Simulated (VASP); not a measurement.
Wanted: the native input for a VASP 6.6.1 run.

```
Task                   : single point
Functional             : PBE
Potentials or basis    : VASP PAW PBE potentials, release 64 (Ni_sv_GW, Si)
Cutoff                 : 690 eV
k mesh                 : 8 × 8 × 8
Occupations            : gaussian, width 0.017 eV
Spin                   : collinear spin, ferromagnetic start
Starting moments       : [1.0, 1.0, 1.0, 0.0] μB
Dipole correction      : no
Further INCAR settings : ALGO = Normal; EDIFF = 1e-06; NBANDS = 41
```

The structure of SiNi3 lies in POSCAR:

```
SiNi3
1.0
    3.5420000000      0.0000000000      0.0000000000
    0.0000000000      3.5420000000      0.0000000000
    0.0000000000      0.0000000000      3.5420000000
Ni Si
3 1
Direct
    0.5000000000      0.5000000000      0.0000000000
    0.5000000000      0.0000000000      0.5000000000
    0.0000000000      0.5000000000      0.5000000000
    0.0000000000      0.0000000000      0.0000000000
```

These files were run (other wordings do the same):

INCAR

```
SYSTEM = SiNi3
PREC     = Accurate       ! precision mode
ENCUT    = 690            ! plane-wave cutoff, eV
EDIFF    = 1E-6           ! SCF threshold, eV
ISMEAR   = 0              ! smearing method
SIGMA    = 0.017          ! smearing width, eV
LREAL    = .False.        ! projectors in reciprocal space
LASPH    = .True.         ! aspherical terms in the spheres
NELM     = 200            ! most SCF steps
ALGO     = Normal         ! electronic algorithm
ISIF     = 2              ! what is computed and relaxed
LWAVE    = .False.        ! write WAVECAR
LCHARG   = .False.        ! write CHGCAR
ISPIN    = 2              ! spin polarisation
MAGMOM   = 1 1 1 0        ! initial moments
LORBIT   = 11             ! projections on sites
LMAXMIX  = 4              ! l up to which the mixer works
GGA      = PE             ! functional
NBANDS   = 41             ! bands
GGA_COMPAT= .False.
```

KPOINTS

```
regular mesh
0
Gamma
  8 8 8
  0 0 0
```

Potentials or basis: VASP PAW PBE potentials, release 64 (Ni_sv_GW, Si).

The run is started by

```bash
$ cat potpaw_PBE.64/Ni_sv_GW/POTCAR potpaw_PBE.64/Si/POTCAR > POTCAR
$ mpirun -np 1 vasp_std > vasp.out
```

Results of the run:

The pressure is -6.9 GPa, the band gap on the k mesh is zero (filled and empty bands overlap) and the net moment is 0.00 μB per cell. The valence electrons inside the program's atomic spheres are Ni 16.40; Si 1.53.

Caveat: the cell stands under tension; the moments typed at the start vanished in this run.

It took 3.3 min on 1 thread of Intel(R) Xeon(R) Platinum 8259CL CPU @ 2.50GHz (Skylake/Cascade Lake), with other jobs on the host, peak memory 0.3 GiB.
